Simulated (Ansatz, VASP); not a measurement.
**Co in VASP and in Ansatz**

INCAR

```
SYSTEM = Co
PREC = Accurate
ENCUT = 600
EDIFF = 1E-6
ISMEAR = -1
SIGMA = 0.05
LREAL = .False.
LASPH = .True.
NELM = 200
ALGO = Normal
ISIF = 2
LWAVE = .False.
LCHARG = .False.
ISPIN = 2
MAGMOM = 1.7
LORBIT = 11
LMAXMIX = 4
NBANDS = 18
GGA_COMPAT = .False.
```

File KPOINTS:

```
Automatic mesh
0
Gamma
  17 17 17
  0 0 0
```

POSCAR

```
Co
1.0
    2.2171921304      0.0000000000      0.0000000000
    0.0000000000      2.2171921304      0.0000000000
    0.0000000000      0.0000000000      2.2171921304
Co
1
Direct
    0.0000000000      0.0000000000      0.0000000000
```

Input for Ansatz:

```yaml
crystal:
  lattice:
    - [2.2171921304, 0.0, 0.0]
    - [0.0, 2.2171921304, 0.0]
    - [0.0, 0.0, 2.2171921304]
  atoms:
    - { symbol: Co, position: [0.0, 0.0, 0.0], spin: 1.7 }
magnetization:
  spin_polarized: true
kpoints:
  mp_grid: { grid: [17, 17, 17] }
scf:
  occupations: { method: fermi_dirac, width: 0.05 }
hamiltonian:
  xc: lda
  pseudopotentials: { kind: paw }
output:
  forces: true
  stress: true
  eigenvalues: true
  populations: true
```

Change from the starting cell: volume scaled by 0.95, PAW files.

Alike in both runs: task single point; functional LDA; k mesh 17 × 17 × 17; occupations fermi-dirac, width 0.05 eV; collinear spin.

|  | VASP | Ansatz |
| --- | --- | --- |
| version | VASP 6.6.1 | Ansatz 0.2.0 |
| potentials or method | VASP PAW LDA potentials, release 64 (Co_sv) | PAW with Ansatz's default frozen-core files, scalar-relativistic |
| plane-wave cutoff (eV) | 600 | 420 |
| valence electrons in the cell | 17 | 17 |

|  | VASP | Ansatz | Ansatz less VASP |
| --- | --- | --- | --- |
| pressure (GPa) | 7.1 | 11.1 | +3.98 |
| net moment per atom (μB) | 1.43 | 1.46 | +0.029 |
| size of the moment on the site where the two differ most (μB) | 1.41 | 1.44 | +0.033 |

LDA's correlation is that of Perdew and Zunger in VASP and of Perdew and Wang (1992) in Ansatz. Site moments also hang on the region over which each program counts them.
